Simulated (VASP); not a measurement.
Runs of VASP 6.6.1 on MgBe4Cu. It takes space group F-43m (No. 216, cubic). Conventional cell: a = 6.247 Å, b = 6.247 Å, c = 6.247 Å, α = 90.00°, β = 90.00°, γ = 90.00°. Within 3.4 Å of Mg (site symmetry -43m) lie 12 Be at 2.59 Å and 4 Cu at 2.71 Å. Be (site symmetry 3m) has 6 Be at 2.18 to 2.23 Å and 3 Cu at 2.59 Å and 3 Mg at 2.59 Å within 2.9 Å. Cu (site symmetry -43m) has 12 Be at 2.59 Å and 4 Mg at 2.71 Å within 3.4 Å. 

| k mesh | gap on the mesh (eV) | pressure (GPa) | largest force (eV/Å) |
| --- | --- | --- | --- |
| 3 × 3 × 3 | none | -5.1 | 0.08 |
| 4 × 4 × 4 | none | -6.0 | 0.07 |
| 5 × 5 × 5 | none | (b) | (a) |
| 6 × 6 × 6 | none | -6.0 | - |

Alike in all rows: task single point; level LDA; potentials or basis VASP PAW LDA potentials, release 64 (Mg, Be, Cu); no spin polarisation; cell as given; cutoff (eV) 600; smearing methfessel-paxton 0.1 eV.

Task: Fill in the values left out.

Result: (a) 0.06; (b) -6.2.

Caveats: some runs use coarse meshes.

A gap of «none» marks levels without a gap at the run's occupations.
